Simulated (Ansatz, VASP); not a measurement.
# One calculation of Ba, two programs

The input INCAR:

```
ALGO     = Fast           # electronic algorithm
EDIFF    = 1E-7           # SCF threshold, eV
ENCUT    = 520            # plane-wave cutoff, eV
GGA      = PE             # functional
ISIF     = 2              # what is computed and relaxed
ISMEAR   = 0              # smearing method
LASPH    = True           # aspherical terms in the spheres
LCHARG   = False          # write CHGCAR
LREAL    = False          # projectors in reciprocal space
LWAVE    = False          # write WAVECAR
NBANDS   = 11             # bands
NELM     = 100            # most SCF steps
PREC     = Accurate       # precision mode
SIGMA    = 0.15           # smearing width, eV
```

The input KPOINTS:

```
k-points
0
Gamma
  14 14 14
```

The input POSCAR:

```
Ba
1.0
   -2.3750000000      2.6250000000      2.5000000000
    2.3750000000     -2.6250000000      2.5000000000
    2.3750000000      2.6250000000     -2.5000000000
Ba
1
Direct
    0.0000000000      0.0000000000      0.0000000000
```

Input for Ansatz:

```yaml
crystal:
  lattice:
    - [-2.375, 2.625, 2.5]
    - [2.375, -2.625, 2.5]
    - [2.375, 2.625, -2.5]
  atoms:
    - { symbol: Ba, position: [0.0, 0.0, 0.0] }
basis:
  ecutwfc: 420
kpoints:
  mp_grid: { grid: [14, 14, 14] }
hamiltonian:
  xc: pbe
scf:
  occupations: { method: gaussian, width: 0.15 }
output:
  forces: true
  stress: true
  eigenvalues: true
```

Change from the starting cell: strain -0.0500 x Voigt [1, -1, 0, 0, 0, 0], atoms carried along.

Alike in both runs: task single point; functional PBE; k mesh 14 × 14 × 14; occupations gaussian, width 0.15 eV; no spin polarisation.

|  | VASP | Ansatz |
| --- | --- | --- |
| version | VASP 6.6.1 | Ansatz 0.2.0 |
| potentials or method | VASP PAW PBE potentials, release 64 (Ba_sv), cutoff 520 eV | scalar-relativistic, plane waves, PAW |
| valence electrons in the cell | 10 | 10 |

|  | VASP | Ansatz | Ansatz less VASP |
| --- | --- | --- | --- |
| gap on the k mesh at the Fermi level (eV) | none | none | - |
| pressure (GPa) | 0.2 | 0.2 | -0.06 |
| traceless stress, the component that is largest in VASP (GPa) | 0.28 | 0.28 | -0.004 |

A gap of «none» marks a metal or a gap that the smearing closes.

Spin-orbit coupling is off throughout.
